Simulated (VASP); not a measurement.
# GaP (F-43m) in VASP: a series of runs, part 2 of 2

VASP 6.6.1. The steps go on from the part before.

### Step 4. Single point, B3LYP

This run uses another cell than the first one, of 21.05 Å³/atom.

The input, POSCAR:

```
GaP
1.0
    0.0000000000      2.7611126653      2.7611126653
    2.7611126653      0.0000000000      2.7611126653
    2.7611126653      2.7611126653      0.0000000000
Ga P
1 1
Direct
    0.0000000000      0.0000000000      0.0000000000
    0.7500000000      0.7500000000      0.7500000000
```

The input, INCAR.step1:

```
SYSTEM = GaP
PREC     = Accurate       ! precision mode
ENCUT    = 520            ! plane-wave cutoff, eV
EDIFF    = 1E-5           ! SCF threshold, eV
ISMEAR   = -1             ! smearing method
SIGMA    = 0.05           ! smearing width, eV
LREAL    = .False.        ! projectors in reciprocal space
LASPH    = .True.         ! aspherical terms in the spheres
NELM     = 60             ! most SCF steps
ALGO     = Normal         ! electronic algorithm
ISIF     = 2              ! what is computed and relaxed
LWAVE    = .True.         ! write WAVECAR
LCHARG   = .False.        ! write CHGCAR
GGA      = PE             ! functional
NBANDS   = 16             ! bands
```

The input, INCAR.step2:

```
SYSTEM = GaP
PREC     = Accurate       ! precision mode
ENCUT    = 520            ! plane-wave cutoff, eV
EDIFF    = 1E-6           ! SCF threshold, eV
ISMEAR   = -1             ! smearing method
SIGMA    = 0.05           ! smearing width, eV
LREAL    = .False.        ! projectors in reciprocal space
LASPH    = .True.         ! aspherical terms in the spheres
NELM     = 60             ! most SCF steps
ALGO     = Normal         ! electronic algorithm
ISIF     = 2              ! what is computed and relaxed
LWAVE    = .False.        ! write WAVECAR
LCHARG   = .False.        ! write CHGCAR
GGA      = B3             ! functional
LHFCALC  = .True.         ! exact exchange
AEXX     = 0.2            ! exact-exchange fraction
AGGAX    = 0.72         
AGGAC    = 0.81         
ALDAC    = 0.19         
PRECFOCK = Normal       
ISTART   = 1            
NBANDS   = 16             ! bands
```

The input, KPOINTS:

```
regular mesh
0
Gamma
  4 4 4
  0 0 0
```

Potentials or basis: VASP PAW PBE potentials, release 64 (Ga_d, P).

Run with:

```bash
cat potpaw_PBE.64/Ga_d/POTCAR potpaw_PBE.64/P/POTCAR > POTCAR
cp INCAR.step1 INCAR
mpirun -np 1 vasp_std > vasp.out
cp INCAR.step2 INCAR
mpirun -np 1 vasp_std > vasp.out
```

OUTCAR:

```text
SYSTEM = GaP
   PREC = Accurate
   ENCUT = 520
   EDIFF = 1E-6
   ISMEAR = -1
   LREAL = .False.
   LASPH = .True.
   NELM = 60
   ISIF = 2
   GGA = B3
   LHFCALC = .True.
   AEXX = 0.2
   PRECFOCK = Normal
   ISTART = 1

 ion  position               nearest neighbor table
   1  0.000  0.000  0.000-   2 2.39   2 2.39   2 2.39   2 2.39
   2  0.750  0.750  0.750-   1 2.39   1 2.39   1 2.39   1 2.39

  LATTYP: Found a face centered cubic cell.
 ALAT       =     5.5222253306

  Lattice vectors:

 A1 = (   0.0000000000,   2.7611126653,   2.7611126653)
 A2 = (   2.7611126653,   0.0000000000,   2.7611126653)
 A3 = (   2.7611126653,   2.7611126653,   0.0000000000)

Analysis of symmetry for initial positions (statically):
=====================================================================
 Subroutine PRICEL returns:
 Original cell was already a primitive cell.

 Routine SETGRP: Setting up the symmetry group for a
 face centered cubic supercell.

[... 153 lines left out ...]
  free energy    TOTEN  =        -9.92514614 eV

  energy without entropy =       -9.92514614  energy(sigma->0) =       -9.92514614

 E-fermi :   4.8928     XC(G=0):  -7.6704

 val. band max:        3.8368738527   @ k =   0.0000   0.0000   0.0000
 cond. band min:       6.5960168960   @ k =   0.0000   0.0000   0.0000
 fundamental gap:      2.7591430433
 Fermi energy:         4.8928137889

 k-point     1 :       0.0000    0.0000    0.0000
  band No.  band energies     occupation
      1     -12.8022      2.00000
      2     -12.8022      2.00000
      3     -12.8022      2.00000
      4     -12.7125      2.00000
      5     -12.7125      2.00000
      6      -9.3992      2.00000
[... 129 lines left out ...]
      3     -12.7527      2.00000
      4     -12.7249      2.00000
      5     -12.7057      2.00000
      6      -6.3676      2.00000
[... 8 lines left out ...]
     15      17.3498      0.00000
     16      19.1465      0.00000

------------------------ aborting loop because EDIFF is reached ----------------------------------------

  FORCE on cell =-STRESS in cart. coord.  units (eV):
  Direction    XX          YY          ZZ          XY          YZ          ZX
  --------------------------------------------------------------------------------------
  -------------------------------------------------------------------------------------
  Total        0.1644165      0.1644165      0.1644165     -0.0000000      0.0000000     -0.0000000
  in kB        6.2571070      6.2571070      6.2571070     -0.0000000      0.0000000     -0.0000000
  external PRESSURE =       6.2571070 kB  Pullay stress =       0.0000000 kB

 VOLUME and BASIS-vectors are now :
 -----------------------------------------------------------------------------
  energy-cutoff  :      520.00
  volume of cell :       42.10
      direct lattice vectors                 reciprocal lattice vectors
     0.000000000  2.761112665  2.761112665    -0.181086417  0.181086417  0.181086417
     2.761112665  0.000000000  2.761112665     0.181086417 -0.181086417  0.181086417
     2.761112665  2.761112665  0.000000000     0.181086417  0.181086417 -0.181086417

 POSITION                                       TOTAL-FORCE (eV/Angst)
 -----------------------------------------------------------------------------------
      0.00000      0.00000      0.00000        -0.000000     -0.000000     -0.000000
      4.14167      4.14167      4.14167         0.000000      0.000000      0.000000
 -----------------------------------------------------------------------------------
    total drift:                                0.000104      0.000070      0.000070

  FREE ENERGIE OF THE ION-ELECTRON SYSTEM (eV)
  ---------------------------------------------------
  free  energy   TOTEN  =        -9.9251461419 eV

  energy  without entropy=       -9.9251461419  energy(sigma->0) =       -9.92514614
```

OUTCAR.step1:

```text
SYSTEM = GaP
   PREC = Accurate
   ENCUT = 520
   EDIFF = 1E-5
   ISMEAR = -1
   LREAL = .False.
[... 355 lines left out ...]
      0.00000      0.00000      0.00000        -0.000000      0.000000     -0.000000
      4.14167      4.14167      4.14167         0.000000     -0.000000      0.000000
 -----------------------------------------------------------------------------------
    total drift:                               -0.000002     -0.000002     -0.000002

  FREE ENERGIE OF THE ION-ELECTRON SYSTEM (eV)
  ---------------------------------------------------
  free  energy   TOTEN  =        -8.9886163930 eV

  energy  without entropy=       -8.9886163450  energy(sigma->0) =       -8.98861637
```

OSZICAR.step1:

```text
N       E                     dE             d eps       ncg     rms          rms(c)
DAV:   1     0.779710348743E+02    0.77971E+02   -0.89059E+03   272   0.156E+03
DAV:   2    -0.302662060738E+01   -0.80998E+02   -0.77575E+02   288   0.307E+02
DAV:   3    -0.918139617989E+01   -0.61548E+01   -0.61324E+01   360   0.654E+01
DAV:   4    -0.927302966488E+01   -0.91633E-01   -0.91624E-01   280   0.864E+00
DAV:   5    -0.927529353295E+01   -0.22639E-02   -0.22637E-02   352   0.121E+00    0.411E+00
DAV:   6    -0.901412455373E+01    0.26117E+00   -0.39837E-01   392   0.103E+01    0.272E+00
DAV:   7    -0.898691008316E+01    0.27214E-01   -0.96907E-02   336   0.203E+00    0.111E+00
DAV:   8    -0.898789353916E+01   -0.98346E-03   -0.15134E-02   296   0.147E+00    0.175E-01
DAV:   9    -0.898843286563E+01   -0.53933E-03   -0.15584E-03   288   0.568E-01    0.902E-02
DAV:  10    -0.898852708827E+01   -0.94223E-04   -0.13024E-04   368   0.110E-01    0.466E-02
DAV:  11    -0.898861688383E+01   -0.89796E-04   -0.12573E-04   288   0.982E-02    0.559E-03
DAV:  12    -0.898861639302E+01    0.49081E-06   -0.34386E-06   248   0.260E-02
   1 F= -.89886164E+01 E0= -.89886164E+01  d E =-.480222E-07
```

It took 5.4 min on 1 thread of Intel Xeon Platinum 8375C at 2.90GHz (Ice Lake), shared host; peak memory 0.17 GiB.

What came out:

- Free energy: -9.9251 eV
- Pressure: 0.6 GPa
- Band gap on the k mesh: 2.76 eV

Caveat: the k points lie up to 0.49 Å⁻¹ apart; the PAW data sets were made with another functional, which shifts forces and pressure a little. A k mesh can miss the band edges.

### Step 5. Single point, HSE06

The input, POSCAR:

```
GaP
1.0
    0.0000000000      2.7252500000      2.7252500000
    2.7252500000      0.0000000000      2.7252500000
    2.7252500000      2.7252500000      0.0000000000
Ga P
1 1
Direct
    0.0000000000      0.0000000000      0.0000000000
    0.7500000000      0.7500000000      0.7500000000
```

The input, INCAR.step1:

```
PREC = Accurate
ENCUT = 520
EDIFF = 1E-5
ISMEAR = -1
SIGMA = 0.05
LREAL = False
LASPH = True
NELM = 100
ALGO = Normal
ISIF = 2
LWAVE = True
NBANDS = 16
GGA = PE
```

The input, INCAR.step2:

```
PREC = Accurate
ENCUT = 520
EDIFF = 1E-6
ISMEAR = -1
SIGMA = 0.05
LREAL = False
LASPH = True
NELM = 100
ALGO = Normal
ISIF = 2
LWAVE = False
LCHARG = True
GGA = PE
LHFCALC = True
HFSCREEN = 0.2079
PRECFOCK = Normal
LELF = True
LVHAR = True
NBANDS = 16
ISTART = 1
```

The input, KPOINTS:

```
Automatic mesh
0
Gamma
  6 6 6
```

Potentials or basis: VASP PAW PBE potentials, release 64 (Ga_d, P).

Run with:

```bash
cat potpaw_PBE.64/Ga_d/POTCAR potpaw_PBE.64/P/POTCAR > POTCAR
cp INCAR.step1 INCAR
mpirun -np 1 vasp_std > vasp.out
cp INCAR.step2 INCAR
mpirun -np 1 vasp_std > vasp.out
```

OUTCAR:

```text
PREC = Accurate
   ENCUT = 520
   EDIFF = 1E-6
   ISMEAR = -1
   LREAL = False
   LASPH = True
   NELM = 100
   ISIF = 2
   GGA = PE
   LHFCALC = True
   HFSCREEN = 0.2079
   PRECFOCK = Normal
   ISTART = 1

 ion  position               nearest neighbor table
   1  0.000  0.000  0.000-   2 2.36   2 2.36   2 2.36   2 2.36
   2  0.750  0.750  0.750-   1 2.36   1 2.36   1 2.36   1 2.36

  LATTYP: Found a face centered cubic cell.
[... 490 lines left out ...]
     16      19.2720      0.00000

------------------------ aborting loop because EDIFF is reached ----------------------------------------

  FORCE on cell =-STRESS in cart. coord.  units (eV):
  Direction    XX          YY          ZZ          XY          YZ          ZX
  --------------------------------------------------------------------------------------
  -------------------------------------------------------------------------------------
  Total        0.1432699      0.1432699      0.1432699      0.0000000     -0.0000000      0.0000000
  in kB        5.6704356      5.6704356      5.6704356      0.0000000     -0.0000000      0.0000000
  external PRESSURE =       5.6704356 kB  Pullay stress =       0.0000000 kB

 VOLUME and BASIS-vectors are now :
 -----------------------------------------------------------------------------
  energy-cutoff  :      520.00
  volume of cell :       40.48
      direct lattice vectors                 reciprocal lattice vectors
     0.000000000  2.725250000  2.725250000    -0.183469406  0.183469406  0.183469406
     2.725250000  0.000000000  2.725250000     0.183469406 -0.183469406  0.183469406
     2.725250000  2.725250000  0.000000000     0.183469406  0.183469406 -0.183469406

 POSITION                                       TOTAL-FORCE (eV/Angst)
 -----------------------------------------------------------------------------------
      0.00000      0.00000      0.00000         0.000000     -0.000000      0.000000
      4.08788      4.08788      4.08788        -0.000000      0.000000     -0.000000
 -----------------------------------------------------------------------------------
    total drift:                                0.000037      0.000038      0.000027

  FREE ENERGIE OF THE ION-ELECTRON SYSTEM (eV)
  ---------------------------------------------------
  free  energy   TOTEN  =       -10.7800086595 eV

  energy  without entropy=      -10.7800086595  energy(sigma->0) =      -10.78000866
```

OSZICAR.step1:

```text
N       E                     dE             d eps       ncg     rms          rms(c)
DAV:   1     0.794633988101E+02    0.79463E+02   -0.89129E+03   544   0.162E+03
DAV:   2    -0.348378021411E+01   -0.82947E+02   -0.79631E+02   608   0.308E+02
DAV:   3    -0.927883109805E+01   -0.57951E+01   -0.57816E+01   640   0.634E+01
DAV:   4    -0.937375325196E+01   -0.94922E-01   -0.94895E-01   656   0.896E+00
DAV:   5    -0.937562973377E+01   -0.18765E-02   -0.18764E-02   624   0.108E+00    0.425E+00
DAV:   6    -0.912915876811E+01    0.24647E+00   -0.37800E-01   800   0.105E+01    0.282E+00
DAV:   7    -0.910143380790E+01    0.27725E-01   -0.96866E-02   648   0.209E+00    0.112E+00
DAV:   8    -0.910180856024E+01   -0.37475E-03   -0.13792E-02   608   0.142E+00    0.202E-01
DAV:   9    -0.910222122458E+01   -0.41266E-03   -0.13409E-03   616   0.504E-01    0.792E-02
DAV:  10    -0.910229581127E+01   -0.74587E-04   -0.11714E-04   768   0.122E-01    0.389E-02
DAV:  11    -0.910236784608E+01   -0.72035E-04   -0.98712E-05   576   0.838E-02    0.524E-03
DAV:  12    -0.910236743199E+01    0.41408E-06   -0.26132E-06   448   0.223E-02
   1 F= -.91023674E+01 E0= -.91023674E+01  d E =-.498439E-08
```

Wall time 75 min (1 thread of Intel Xeon Platinum 8259CL at 2.50GHz (Skylake/Cascade Lake), shared host); peak memory 0.29 GiB.

What came out:

```yaml
Free_energy: -10.7800 eV
Pressure: 0.6 GPa
Band_gap_on_the_k_mesh: 2.29 eV (least direct gap 2.80 eV)
```

Levels at points of the mesh, in eV from the valence-band top:
```tsv
k point	band 6	band 7	band 8	band 9	band 10	band 11	band 12	band 13
(0.00, 0.00, 0.00)	-13.78	0.00	0.00	0.00	2.80	4.77	4.77	4.77
(0.50, 0.00, 0.00)	-11.55	-7.23	-1.21	-1.21	2.51	5.62	5.62	9.26
(0.50, 0.50, 0.00)	-10.58	-7.33	-2.92	-2.92	2.29	2.56	12.06	12.06
```

Caveat: the PAW data sets were made with another functional, which shifts forces and pressure a little.

### Step 6. The runs side by side

```csv
level,cell,k mesh,share of exact exchange,screening parameter,gap on the mesh (eV),pressure (GPa)
B3LYP,"a = 3.854 Å, angles 60.0°, 2 atoms",4 × 4 × 4,0.2,-,2.94,4.1
B3LYP,"a = 3.880 Å, angles 60.0°, 2 atoms",4 × 4 × 4,0.2,-,2.88,2.3
B3LYP,"a = 3.905 Å, angles 60.0°, 2 atoms",4 × 4 × 4,0.2,-,2.76,0.6
HSE06,"a = 3.854 Å, angles 60.0°, 2 atoms",6 × 6 × 6,0.25,0.2079 1/Å,2.29,0.6
```

Alike in all rows: task single point; potentials or basis VASP PAW PBE potentials, release 64 (Ga_d, P); no spin polarisation; cutoff (eV) 520; smearing fermi-dirac 0.05 eV.

Caveats: some runs use coarse meshes; the PAW data sets were made with another functional, which shifts forces and pressure a little.

Total energies depend on the potentials used, so only differences within one code and one set of settings carry meaning.

### Step 7. Comparison with measurements

Step 5. Measured gap of GaP: 2.34 eV (indirect; 10 K; quoted in “Stacking defects in GaP nanowires: Electronic structure and optical properties”, 2018, arxiv:1810.01194). This calculation gives 2.29 eV (-0.05 eV). Spin-orbit coupling on Ga is left out. The value is that of HSE06 on a finite k mesh, which can miss the band edges, without temperature or zero-point motion.
